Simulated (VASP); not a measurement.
# WAu (F-43m) in VASP: further runs, part 2 of 2

VASP 6.6.1. The steps go on from the part before.

**3. Single point, PBEsol-based screened hybrid with 25 % exact exchange**

Input file POSCAR:

```
WAu
1.0
    0.0000000000      2.9092100000      2.9092100000
    2.9092100000      0.0000000000      2.9092100000
    2.9092100000      2.9092100000      0.0000000000
W Au
1 1
Direct
    0.0000000000      0.0000000000      0.0000000000
    0.7500000000      0.7500000000      0.7500000000
```

Input file INCAR.step1:

```
SYSTEM = WAu
  PREC = Accurate
  ENCUT = 520
  EDIFF = 1E-5
  ISMEAR = -1
  SIGMA = 0.05
  LREAL = .False.
  LASPH = .True.
  NELM = 80
  ALGO = Normal
  ISIF = 2
  LWAVE = .True.
  LCHARG = .False.
  NBANDS = 20
  GGA = PE
```

Input file INCAR.step2:

```
SYSTEM = WAu
  PREC = Accurate
  ENCUT = 520
  EDIFF = 1E-6
  ISMEAR = -1
  SIGMA = 0.05
  LREAL = .False.
  LASPH = .True.
  NELM = 80
  ALGO = Normal
  ISIF = 2
  LWAVE = .False.
  LCHARG = .False.
  GGA = PS
  LHFCALC = .True.
  AEXX = 0.25
  HFSCREEN = 0.207
  PRECFOCK = Normal
  NBANDS = 20
  ISTART = 1
```

Input file KPOINTS:

```
Automatic mesh
0
Gamma
  4 4 4
  0 0 0
```

Potentials or basis: VASP PAW PBE potentials, release 64 (W_sv, Au).

Started as:

```sh
> cat potpaw_PBE.64/W_sv/POTCAR potpaw_PBE.64/Au/POTCAR > POTCAR
> cp INCAR.step1 INCAR
> mpirun -np 1 vasp_std > vasp.out
> cp INCAR.step2 INCAR
> mpirun -np 1 vasp_std > vasp.out
```

OUTCAR:

```text
SYSTEM = WAu
   PREC = Accurate
   ENCUT = 520
   EDIFF = 1E-6
   ISMEAR = -1
   LREAL = .False.
   LASPH = .True.
   NELM = 80
   ISIF = 2
   GGA = PS
   LHFCALC = .True.
   AEXX = 0.25
   HFSCREEN = 0.207
   PRECFOCK = Normal
   ISTART = 1

 ion  position               nearest neighbor table
   1  0.000  0.000  0.000-   2 2.52   2 2.52   2 2.52   2 2.52
   2  0.750  0.750  0.750-   1 2.52   1 2.52   1 2.52   1 2.52

  LATTYP: Found a face centered cubic cell.
 ALAT       =     5.8184200000

  Lattice vectors:

 A1 = (   0.0000000000,   2.9092100000,   2.9092100000)
 A2 = (   2.9092100000,   0.0000000000,   2.9092100000)
 A3 = (   2.9092100000,   2.9092100000,   0.0000000000)

Analysis of symmetry for initial positions (statically):
=====================================================================
 Subroutine PRICEL returns:
 Original cell was already a primitive cell.

 Routine SETGRP: Setting up the symmetry group for a
 face centered cubic supercell.

 Subroutine GETGRP returns: Found 24 space group operations
 (whereof 24 operations were pure point group operations)
 out of a pool of 48 trial point group operations.

The static configuration has the point symmetry T_d .

Analysis of symmetry for dynamics (positions and initial velocities):
=====================================================================
 Subroutine PRICEL returns:
 Original cell was already a primitive cell.

 Routine SETGRP: Setting up the symmetry group for a
 face centered cubic supercell.

 Subroutine GETGRP returns: Found 24 space group operations
 (whereof 24 operations were pure point group operations)
 out of a pool of 48 trial point group operations.

The dynamic configuration has the point symmetry T_d .

 Subroutine INISYM returns: Found 24 space group operations
 (whereof 24 operations are pure point group operations),
 and found     1 'primitive' translations

----------------------------------------------------------------------------------------

                                     Primitive cell

  volume of cell :      49.2442

  direct lattice vectors                    reciprocal lattice vectors
     0.000000000  2.909210000  2.909210000    -0.171867964  0.171867964  0.171867964
     2.909210000  0.000000000  2.909210000     0.171867964 -0.171867964  0.171867964
     2.909210000  2.909210000  0.000000000     0.171867964  0.171867964 -0.171867964

  length of vectors
     4.114244238  4.114244238  4.114244238     0.297684046  0.297684046  0.297684046

  position of ions in fractional coordinates (direct lattice)
     0.000000000  0.000000000  0.000000000
     0.750000000  0.750000000  0.750000000

  ion indices of the primitive-cell ions
   primitive index   ion index
                 1           1
                 2           2

----------------------------------------------------------------------------------------

 KPOINTS: Automatic mesh

Automatic generation of k-mesh.
 Grid dimensions read from file:
 generate k-points for:    4    4    4

 Generating k-lattice:

  Cartesian coordinates                     Fractional coordinates (reciprocal lattice)
    -0.042966991  0.042966991  0.042966991     0.250000000  0.000000000  0.000000000
     0.042966991 -0.042966991  0.042966991     0.000000000  0.250000000  0.000000000
     0.042966991  0.042966991 -0.042966991     0.000000000  0.000000000  0.250000000

  Length of vectors
     0.074421012  0.074421012  0.074421012

  Shift w.r.t. Gamma in fractional coordinates (k-lattice)
     0.000000000  0.000000000  0.000000000

 Subroutine IBZKPT returns following result:
 ===========================================

 Found      8 irreducible k-points:

 Following reciprocal coordinates:
            Coordinates               Weight
  0.000000  0.000000  0.000000      1.000000
  0.250000  0.000000  0.000000      8.000000
  0.500000  0.000000  0.000000      4.000000
  0.250000  0.250000  0.000000      6.000000
  0.500000  0.250000  0.000000     24.000000
 -0.250000  0.250000  0.000000     12.000000
  0.500000  0.500000  0.000000      3.000000
 -0.250000  0.500000  0.250000      6.000000
   k-points           NKPTS =      8   k-points in BZ     NKDIM =     64   number of bands    NBANDS=     20
   number of dos      NEDOS =    301   number of ions     NIONS =      2
   total plane-waves  NPLWV =  32768
   dimension x,y,z NGX =    32 NGY =   32 NGZ =   32
   dimension x,y,z NGXF=    64 NGYF=   64 NGZF=   64
   ions per type =               1   1
   NGX,Y,Z   is equivalent  to a cutoff of  12.93, 12.93, 12.93 a.u.
   NGXF,Y,Z  is equivalent  to a cutoff of  25.86, 25.86, 25.86 a.u.
 SYSTEM =  WAu
   PREC   = accura    normal or accurate (medium, high low for compatibility)
   ISTART =      1    job   : 0-new  1-cont  2-samecut
   ICHARG =      0    charge: 1-file 2-atom 10-const
   ISPIN  =      1    spin polarized calculation?
   LNONCOLLINEAR =      F non collinear calculations
   LSORBIT =      F    spin-orbit coupling
   LASPH  =      T    aspherical Exc in radial PAW
   ENCUT  =  520.0 eV  38.22 Ry    6.18 a.u.   7.65  7.65  7.65*2*pi/ulx,y,z
   NELM   =     80;   NELMIN=  2; NELMDL=  0     # of ELM steps
   EDIFF  = 0.1E-05   stopping-criterion for ELM
   LREAL  =      F    real-space projection
   EDIFFG = 0.1E-04   stopping-criterion for IOM
   NSW    =      0    number of steps for IOM
   IBRION =     -1    ionic relax: 0-MD 1-quasi-New 2-CG
   NFREE  =      0    steps in history (QN), initial steepest desc. (CG)
   ISIF   =      2    stress and relaxation
   ISYM   =      3    0-nonsym 1-usesym 2-fastsym
   POTIM  = 0.5000    time-step for ionic-motion
   TEBEG  =    0.0;   TEEND  =   0.0 temperature during run
   PSTRESS=    0.0 pullay stress
   NELECT =      25.0000    total number of electrons
   NUPDOWN=      -1.0000    fix difference up-down
   EMIN   =  10.00;   EMAX   =-10.00  energy-range for DOS
   EFERMI =   0.00;   METHOD = LEGACY
   ISMEAR =    -1;   SIGMA  =   0.05  broadening in eV -4-tet -1-fermi 0-gaus
   EFERMI_NEDOS =   21; number of points for ismear=-14 and -15
   IALGO  =     38    algorithm
   IMIX   =      1    mixing-type and parameters
     AMIX     =   0.40;   BMIX     =  1.00
     AMIX_MAG =   1.60;   BMIX_MAG =  1.00
  volume/ion in A,a.u.               =      24.62       166.16
  Fermi-wavevector in a.u.,A,eV,Ry     =   1.305980  2.467944 23.205866  1.705583
  Thomas-Fermi vector in A             =   2.436812
   LORBIT       =      0    0 simple, 1 ext, 2 COOP (PROOUT), +10 PAW based schemes
   GGA     = PS    functional components
   LHFCALC =     T    Hartree Fock is set to
   PRECFOCK=normal    Normal, Fast or Accurate (Low or Medium for compatibility)
   ENCUT4O =  -1.0   cutoff for four orbital integrals eV
   NKREDX  =     1    reduce k-point grid by
   NKREDY  =     1    reduce k-point grid by
   NKREDZ  =     1    reduce k-point grid by
   AEXX    =    0.2500 exact exchange contribution
   HFSCREEN=    0.2070 screening length (either q_TF or 0.3 A-1)
   HFSCREENC=   0.2070 screening length for correlation (either q_TF or 0.3 A-1)
   ENCUTFOCK=  -1.0 apply spherical cutoff to Coloumb kernel
   IVDW    =     0    specifies the selected vdW correction
   LEPSILON=     F    determine dielectric tensor
   LRPA    =     F    only Hartree local field effects (RPA)
 non-spin polarized calculation
  energy-cutoff  :      520.00
  volume of cell :       49.24
 maximum number of plane-waves:      1363
 NGX is ok and might be reduce to    32
  NGX = 24; NGY = 24; NGZ = 24

 number of electron      25.0000000 magnetization

 Free energy of the ion-electron system (eV)
  ---------------------------------------------------
  ext. energy  EPLUGINS =         0.00000000
  ---------------------------------------------------
  free energy    TOTEN  =       -14.54782657 eV

  energy without entropy =      -14.49821226  energy(sigma->0) =      -14.52301942

 E-fermi :   5.1912     XC(G=0):  -8.9181

 val. band max:        5.1418969455   @ k =   0.5000   0.2500   0.0000
 cond. band min:       5.2016441961   @ k =   0.5000   0.2500   0.0000
 fundamental gap:      0.0597472506
 Fermi energy:         5.1912249278

 k-point     1 :       0.0000    0.0000    0.0000
  band No.  band energies     occupation
      1     -73.3911      2.00000
      2     -36.0734      2.00000
      3     -36.0734      2.00000
      4     -36.0734      2.00000
      5      -3.1761      2.00000
      6      -1.4538      2.00000
[... 173 lines left out ...]
     19      18.3314      0.00000
     20      18.4324      0.00000

------------------------ aborting loop because EDIFF is reached ----------------------------------------

  FORCE on cell =-STRESS in cart. coord.  units (eV):
  Direction    XX          YY          ZZ          XY          YZ          ZX
  --------------------------------------------------------------------------------------
  -------------------------------------------------------------------------------------
  Total       -2.1016749     -2.1016749     -2.1016749      0.0000000      0.0000000      0.0000000
  in kB      -68.3787119    -68.3787119    -68.3787119      0.0000000      0.0000000      0.0000000
  external PRESSURE =     -68.3787119 kB  Pullay stress =       0.0000000 kB

 VOLUME and BASIS-vectors are now :
 -----------------------------------------------------------------------------
  energy-cutoff  :      520.00
  volume of cell :       49.24
      direct lattice vectors                 reciprocal lattice vectors
     0.000000000  2.909210000  2.909210000    -0.171867964  0.171867964  0.171867964
     2.909210000  0.000000000  2.909210000     0.171867964 -0.171867964  0.171867964
     2.909210000  2.909210000  0.000000000     0.171867964  0.171867964 -0.171867964

 POSITION                                       TOTAL-FORCE (eV/Angst)
 -----------------------------------------------------------------------------------
      0.00000      0.00000      0.00000        -0.000000     -0.000000     -0.000000
      4.36381      4.36381      4.36381         0.000000      0.000000      0.000000
 -----------------------------------------------------------------------------------
    total drift:                                0.000001      0.000000     -0.000003

  FREE ENERGIE OF THE ION-ELECTRON SYSTEM (eV)
  ---------------------------------------------------
  free  energy   TOTEN  =       -14.5478265678 eV

  energy  without entropy=      -14.4982122634  energy(sigma->0) =      -14.52301942
```

Wall time 5.9 min (1 thread of Intel Xeon 6975P-C (Granite Rapids), shared host); peak memory 0.3 GiB.

What came out:

| Property | Result |
| --- | --- |
| Free energy | -14.5478 eV |
| Pressure | -6.8 GPa |
| Band gap on the k mesh | zero (an odd number of electrons rules out a gap without spin polarisation) |

Levels at points of the mesh, in eV from the Fermi level:
```tsv
k point	band 9	band 10	band 11	band 12	band 13	band 14	band 15	band 16	band 17	band 18
(0.00, 0.00, 0.00)	-6.53	-6.53	-0.98	-0.98	-0.98	1.97	1.97	9.20	11.88	11.95
(0.50, 0.00, 0.00)	-6.44	-5.59	-2.05	-0.32	-0.32	1.73	1.73	2.43	8.57	8.57
(0.50, 0.50, 0.00)	-5.88	-4.45	-3.08	0.75	1.53	1.72	1.72	3.31	3.80	3.80
```

Caveat: the k points lie up to 0.47 Å⁻¹ apart, too coarse for converged energies and pressures of a metal; the PAW data sets were made with another functional, which shifts forces and pressure a little; spin-orbit coupling is left out, which moves the levels of the heavy elements.

**4. Single point, r2SCAN0**

POSCAR is that of step 3.

Input file INCAR.step1:

```
PREC = Accurate
ENCUT = 520
EDIFF = 1E-5
ISMEAR = -1
SIGMA = 0.05
LREAL = F
LASPH = T
NELM = 100
ALGO = Normal
ISIF = 2
LWAVE = T
GGA = PE
NBANDS = 20
```

Input file INCAR.step2:

```
PREC = Accurate
ENCUT = 520
EDIFF = 1E-7
ISMEAR = -1
SIGMA = 0.05
LREAL = F
LASPH = T
NELM = 100
ALGO = Normal
ISIF = 2
LWAVE = F
LCHARG = T
METAGGA = R2SCAN
LHFCALC = T
AEXX = 0.25
LMIXTAU = T
PRECFOCK = Normal
LELF = T
LVHAR = T
ISTART = 1
NBANDS = 20
```

Input file KPOINTS:

```
Automatic mesh
0
Gamma
  4 4 4
```

Started as:

```sh
> cat potpaw_PBE.64/W_sv/POTCAR potpaw_PBE.64/Au/POTCAR > POTCAR
> cp INCAR.step1 INCAR
> mpirun -np 1 vasp_std > vasp.out
> cp INCAR.step2 INCAR
> mpirun -np 1 vasp_std > vasp.out
```

Wall time 11 min (1 thread of Intel Xeon 6975P-C (Granite Rapids), shared host); peak memory 0.21 GiB.

Results (log left out):

```
Free energy            : -80.0765 eV
Pressure               : -5.6 GPa
Band gap on the k mesh : zero (an odd number of electrons rules out a gap without spin polarisation)
```

Levels at points of the mesh, in eV from the Fermi level:
| k point | band 11 | band 12 | band 13 | band 14 | band 15 | band 16 |
| --- | --- | --- | --- | --- | --- | --- |
| (0.00, 0.00, 0.00) | -1.69 | -1.69 | -1.69 | 2.38 | 2.38 | 9.91 |
| (0.50, 0.00, 0.00) | -2.63 | -0.82 | -0.82 | 2.00 | 2.00 | 2.65 |
| (0.50, 0.50, 0.00) | -3.64 | 1.16 | 1.79 | 1.81 | 1.81 | 3.73 |

Caveat: the k points lie up to 0.47 Å⁻¹ apart, too coarse for converged energies and pressures of a metal; the PAW data sets were made with another functional, which shifts forces and pressure a little; spin-orbit coupling is left out, which moves the levels of the heavy elements.

**5. The runs side by side**

| level | screening parameter | gap on the mesh (eV) | pressure (GPa) |
| --- | --- | --- | --- |
| HSE06 | 0.2079 1/Å | none | -3.9 |
| PBEsol-based screened hybrid with 25 % exact exchange | 0.207 1/Å | none | -6.8 |
| r2SCAN0 | - | none | -5.6 |

Alike in all rows: task single point; potentials or basis VASP PAW PBE potentials, release 64 (W_sv, Au); no spin polarisation; cell as given; k mesh 4 × 4 × 4; cutoff (eV) 520; smearing fermi-dirac 0.05 eV.

Caveats: all runs use coarse meshes; the PAW data sets were made with another functional, which shifts forces and pressure a little; spin-orbit coupling is left out, which moves the levels of the heavy elements.

Absolute energies hang on the potentials; compare differences alone.

The gap in the log of VASP goes by the Fermi energy; the results here count the filled bands.